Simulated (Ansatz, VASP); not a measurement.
## Two plane-wave programs on Ge

Contents of INCAR:

```
SYSTEM = Ge
ALGO = Normal ; EDIFF = 1E-7
ENCUT = 520 ; GGA = PS
ISIF = 2 ; ISMEAR = 0
LASPH = .True. ; LCHARG = .False.
LREAL = .False. ; LWAVE = .False.
NBANDS = 21 ; NELM = 80
PREC = Accurate ; SIGMA = 0.15
```

The input KPOINTS:

```
k-points
0
Gamma
  18 18 10
  0 0 0
```

POSCAR

```
Ge
1.0
    1.5140938512     -2.6400966782      0.0000000000
    1.5140938512      2.6400966782      0.0000000000
    0.0000000000      0.0000000000      4.7275957900
Ge
2
Direct
    0.6665533700      0.3334466300      0.2500000000
    0.3334466300      0.6665533700      0.7500000000
```

Input for Ansatz:

```yaml
crystal:
  lattice:
    - [1.5140938512, -2.6400966782, 0.0]
    - [1.5140938512, 2.6400966782, 0.0]
    - [0.0, 0.0, 4.72759579]
  atoms:
    - { symbol: Ge, position: [0.66655337, 0.33344663, 0.25] }
    - { symbol: Ge, position: [0.33344663, 0.66655337, 0.75] }
basis:
  ecutwfc: 420
kpoints:
  mp_grid: { grid: [18, 18, 10] }
hamiltonian:
  xc: pbesol
scf:
  occupations: { method: gaussian, width: 0.15 }
output:
  forces: true
  stress: true
  eigenvalues: true
```

Change from the starting cell: strain +0.0175 x Voigt [1, 1, 0, 0, 0, 0], atoms carried along.

Alike in both runs: task single point; functional PBEsol; k mesh 18 × 18 × 10; occupations gaussian, width 0.15 eV; no spin polarisation.

|  | VASP | Ansatz |
| --- | --- | --- |
| version | VASP 6.6.1 | Ansatz 0.2.0 |
| potentials or method | VASP PAW PBE potentials, release 64 (Ge_d), cutoff 520 eV | scalar-relativistic, plane waves, PAW |
| valence electrons in the cell | 28 | 28 |

```tsv
	VASP	Ansatz	Ansatz less VASP
gap on the k mesh at the Fermi level (eV)	none	none	-
pressure (GPa)	-2.0	-2.0	-0.03
traceless stress, the component that is largest in VASP (GPa)	0.68	0.68	-0.003
```

VASP's potentials were made for PBE, not for PBEsol. A gap of «none» marks a metal or a gap that the smearing closes.
